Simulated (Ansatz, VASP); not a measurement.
# BaF2: VASP beside Ansatz

POSCAR

```
BaF2
1.0
    0.0000000000      3.1000485598      3.1000485598
    3.1000485598      0.0000000000      3.1000485598
    3.1000485598      3.1000485598      0.0000000000
Ba F
1 2
Direct
    0.0000000000      0.0000000000      0.0000000000
    0.2500000000      0.2500000000      0.2500000000
    0.7500000000      0.7500000000      0.7500000000
```

INCAR.step1

```
  PREC = Accurate
  ENCUT = 660
  ISMEAR = 0
  SIGMA = 0.05
  LREAL = F
  LASPH = T
  NELM = 120
  NBANDS = 19
  GGA = PE
  ALGO = Normal
  EDIFF = 1E-5
  LWAVE = T
  LCHARG = F
  GGA_COMPAT = F
```

INCAR.step2

```
  PREC = Accurate
  ENCUT = 660
  EDIFF = 1E-6
  ISMEAR = 0
  SIGMA = 0.05
  LREAL = F
  LASPH = T
  NELM = 120
  ALGO = Normal
  ISIF = 2
  LWAVE = F
  LCHARG = F
  METAGGA = R2SCAN
  LMIXTAU = T
  NBANDS = 19
  ISTART = 1
  GGA_COMPAT = F
```

File KPOINTS:

```
regular mesh
0
Gamma
  10 10 10
```

Input for Ansatz:

```yaml
crystal:
  lattice:
    - [0.0, 3.1000485598, 3.1000485598]
    - [3.1000485598, 0.0, 3.1000485598]
    - [3.1000485598, 3.1000485598, 0.0]
  atoms:
    - { symbol: Ba, position: [0.0, 0.0, 0.0] }
    - { symbol: F, position: [0.25, 0.25, 0.25] }
    - { symbol: F, position: [0.75, 0.75, 0.75] }
basis:
  ecutwfc: 500
  ecutrho_ratio: 4
kpoints:
  mp_grid: { grid: [10, 10, 10] }
hamiltonian:
  xc: r2scan
scf:
  occupations: { method: gaussian, width: 0.05 }
output:
  forces: true
  stress: true
  eigenvalues: true
  states_by_energy: { minimum_broadening: 0.05 }
```

Alike in both runs: task single point; functional r2SCAN; k mesh 10 × 10 × 10; occupations gaussian, width 0.05 eV; no spin polarisation.

|  | VASP | Ansatz |
| --- | --- | --- |
| version | VASP 6.6.1 | Ansatz 0.2.0 |
| potentials or method | VASP PAW PBE potentials, release 64 (Ba_sv, F), cutoff 660 eV | scalar-relativistic, plane waves, PAW |
| valence electrons in the cell | 24 | 24 |

|  | VASP | Ansatz | Ansatz less VASP |
| --- | --- | --- | --- |
| gap on the k mesh at the Fermi level (eV) | 7.33 | 7.41 | +0.075 |
| least direct gap on the mesh (eV) | 7.42 | 7.50 | +0.087 |
| pressure (GPa) | 0.7 | -0.2 | -0.88 |

VASP's potentials were made for PBE, not for r2SCAN.

Spin-orbit coupling is off throughout.
